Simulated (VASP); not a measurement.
Here is a VASP 6.6.1 calculation.

INCAR

```
SYSTEM = SrO
ALGO = Normal ; EDIFF = 1E-6
ENCUT = 520 ; GGA = PE
ISIF = 2 ; ISMEAR = 0
LASPH = .TRUE. ; LCHARG = .FALSE.
LREAL = .FALSE. ; LWAVE = .FALSE.
NBANDS = 15 ; NELM = 60
PREC = Accurate ; SIGMA = 0.02
```

The input KPOINTS:

```
k-points
0
G
  14 14 14
  0 0 0
```

Contents of POSCAR:

```
SrO
1.0
    0.0000000000      2.5663000000      2.5663000000
    2.5663000000      0.0000000000      2.5663000000
    2.5663000000      2.5663000000      0.0000000000
Sr O
1 1
Direct
    0.5194833028      0.5194833028      0.4805166972
    0.0000000000      0.0000000000      0.0000000000
```

Potentials or basis: VASP PAW PBE potentials, release 64 (Sr_sv, O).

Launch:

```console
$ cat potpaw_PBE.64/Sr_sv/POTCAR potpaw_PBE.64/O/POTCAR > POTCAR
$ mpirun -np 1 vasp_std > vasp.out
```

(1) What does it give for the largest force?

(2) What does it give for the band gap on the k mesh?

(3) What does it give for the pressure?

## Answers

(1) 0.255 eV/Å.

(2) 3.29 eV, indirect (least direct gap 3.35 eV).

(3) 4.2 GPa.
